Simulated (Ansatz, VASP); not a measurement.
# Sb3Au in VASP and in Ansatz

File INCAR:

```
SYSTEM = Sb3Au
PREC     = Accurate       ! precision mode
ENCUT    = 520            ! plane-wave cutoff, eV
EDIFF    = 1E-8           ! SCF threshold, eV
ISMEAR   = -1             ! smearing method
SIGMA    = 0.05           ! smearing width, eV
LREAL    = .False.        ! projectors in reciprocal space
LASPH    = .True.         ! aspherical terms in the spheres
NELM     = 100            ! most SCF steps
ALGO     = Normal         ! electronic algorithm
ISIF     = 2              ! what is computed and relaxed
LWAVE    = .False.        ! write WAVECAR
LCHARG   = .False.        ! write CHGCAR
GGA      = CA             ! functional
LEFG     = .True.       
NBANDS   = 21             ! bands
```

The input KPOINTS:

```
regular mesh
0
Gamma
  10 10 10
  0 0 0
```

POSCAR

```
Sb3Au
1.0
   -2.9779417705      2.9779417705      2.9779417705
    2.9779417705     -2.9779417705      2.9779417705
    2.9779417705      2.9779417705     -2.9779417705
Sb Au
3 1
Direct
    0.0000000000      0.5000000000      0.5000000000
    0.5000000000      0.0000000000      0.5000000000
    0.5000000000      0.5000000000      0.0000000000
    0.0000000000      0.0000000000      0.0000000000
```

Input for Ansatz:

```yaml
crystal:
  lattice:
    - [-2.9779417705, 2.9779417705, 2.9779417705]
    - [2.9779417705, -2.9779417705, 2.9779417705]
    - [2.9779417705, 2.9779417705, -2.9779417705]
  atoms:
    - { symbol: Sb, position: [0.0, 0.5, 0.5] }
    - { symbol: Sb, position: [0.5, 0.0, 0.5] }
    - { symbol: Sb, position: [0.5, 0.5, 0.0] }
    - { symbol: Au, position: [0.0, 0.0, 0.0] }
kpoints:
  mp_grid: { grid: [10, 10, 10] }
scf:
  occupations: { method: fermi_dirac, width: 0.05 }
hamiltonian:
  xc: lda
  pseudopotentials: { kind: all_electron, datasets: crystal }
output:
  forces: true
  stress: true
  eigenvalues: true
  efg: { contact_densities: true }
```

Change from the starting cell: volume scaled by 0.94, crystal datasets.

Alike in both runs: task electric field gradients; functional LDA; k mesh 10 × 10 × 10; occupations fermi-dirac, width 0.05 eV; no spin polarisation.

|  | VASP | Ansatz |
| --- | --- | --- |
| version | VASP 6.6.1 | Ansatz 0.2.0 |
| potentials or method | VASP PAW LDA potentials, release 64 (Sb, Au), cutoff 520 eV | all-electron PAW with datasets made for the crystal, scalar-relativistic |

|  | VASP | Ansatz | Ansatz less VASP |
| --- | --- | --- | --- |
| pressure (GPa) | -4.6 | -4.8 | -0.17 |
| size of Vzz on the site where it differs most (V/Å²) | 2.4 | 12.0 | +9.59 |

LDA's correlation is that of Perdew and Zunger in VASP and of Perdew and Wang (1992) in Ansatz. Ansatz ran all-electron here, and VASP with PAW potentials.

Neither program's run includes spin-orbit coupling.
